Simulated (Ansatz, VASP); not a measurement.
# HgTe, level by level in two programs

```
Hg Te
1.0
     0.00000    3.19293    3.19293
     3.19293    0.00000    3.19293
     3.19293    3.19293    0.00000
Hg Te
1 1
Cartesian
  0.0000 0.0000 0.0000
  4.7894 4.7894 4.7894
```

Single points on this cell with VASP 6.6.1 and Ansatz 0.2.0. Each row is one pair of runs. Alike in all rows: spin: off; smearing: fermi-dirac, width 0.05 eV; VASP's potentials, cutoff: VASP PAW PBE potentials, release 64 (Hg, Te), 520 eV.

```tsv
level	k mesh	Ansatz's potentials, cutoff	gap on the k mesh at the Fermi level (eV), VASP	gap on the k mesh at the Fermi level (eV), Ansatz	pressure (GPa), VASP	pressure (GPa), Ansatz
r2SCAN+D4	7 × 7 × 7	Ansatz PAW, 500 eV	none	none	3.8	3.7
PBE+D3(BJ)	7 × 7 × 7	Ansatz PAW, 420 eV	none	none	3.7	3.6
BLYP	7 × 7 × 7	Ansatz PAW, 420 eV	none	none	9.5	9.2
r2SCAN	6 × 6 × 6	Ansatz PAW, 500 eV	none	none	4.5	4.4
PBEsol+D3(BJ)	7 × 7 × 7	Ansatz PAW, 420 eV	none	none	1.2	1.0
r2SCAN+D3(BJ)	7 × 7 × 7	Ansatz PAW, 500 eV	none	none	3.6	3.5
```

Pressure (GPa): the two programs differ by at most 0.37.

VASP's potentials hold 18 valence electrons a cell and Ansatz's 36, so a difference there can come from the potentials and not from the codes.

A gap of «none» marks a metal or a gap that the smearing closes.

Neither program's run includes spin-orbit coupling.
